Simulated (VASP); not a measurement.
Crystal: B.

```
CELL_PARAMETERS angstrom
2.45895 1.41968 4.19350
-2.45895 1.41968 4.19350
0.00000 -2.83935 4.19350
ATOMIC_POSITIONS crystal
B 0.01019 0.65361 0.01019
B 0.01019 0.01019 0.65361
B 0.65361 0.01019 0.01019
B 0.98981 0.34639 0.98981
B 0.34639 0.98981 0.98981
B 0.98981 0.98981 0.34639
B 0.22118 0.63060 0.22118
B 0.22118 0.22118 0.63060
B 0.63060 0.22118 0.22118
B 0.77882 0.36940 0.77882
B 0.36940 0.77882 0.77882
B 0.77882 0.77882 0.36940
```

```yaml
Program: VASP 6.6.1
Task: relaxation of cell and atoms
Functional: PBEsol
Potentials_or_basis: VASP PAW PBE potentials, release 64 (B)
Cutoff: 600 eV
k_mesh: 6 × 6 × 6
Occupations: gaussian, width 0.02 eV
Spin: no spin polarisation
```

At the start: pressure -4.9 GPa; volume 7.32 Å³/atom.

Task: Where does the relaxation end?

Result: Over 8 steps the energy falls by 2.6 meV/atom and the volume is 7.16 Å³/atom (-2.2 %); space group R-3m (No. 166, to 0.05 Å).

Step by step:
```tsv
step	energy change (eV)	largest force (eV/Å)	pressure (GPa)	volume (Å³)
1	0.0000	0.1951	-4.90	87.83
2	-0.0068	0.4169	3.47	85.02
3	-0.0273	0.1320	-0.53	86.31
4	-0.0303	0.1206	0.39	85.76
5	-0.0309	0.0522	0.11	85.92
6	-0.0313	0.0310	-0.02	85.88
7	-0.0314	0.0149	0.02	85.89
8	-0.0315	0.0016	0.00	85.90
```

Final structure:
```yaml
crystal:
  lattice:
    - [2.43908, 1.40820, 4.16816]
    - [-2.43908, 1.40820, 4.16816]
    - [0.00000, -2.81641, 4.16816]
  atoms:
    - { symbol: B, position: [0.01064, 0.65373, 0.01064] }
    - { symbol: B, position: [0.01064, 0.01064, 0.65373] }
    - { symbol: B, position: [0.65373, 0.01064, 0.01064] }
    - { symbol: B, position: [0.98936, 0.34627, 0.98936] }
    - { symbol: B, position: [0.34627, 0.98936, 0.98936] }
    - { symbol: B, position: [0.98936, 0.98936, 0.34627] }
    - { symbol: B, position: [0.22169, 0.62966, 0.22169] }
    - { symbol: B, position: [0.22169, 0.22169, 0.62966] }
    - { symbol: B, position: [0.62966, 0.22169, 0.22169] }
    - { symbol: B, position: [0.77831, 0.37034, 0.77831] }
    - { symbol: B, position: [0.37034, 0.77831, 0.77831] }
    - { symbol: B, position: [0.77831, 0.77831, 0.37034] }
```

Caveat: the PAW data sets were made with another functional, which shifts forces and pressure a little.
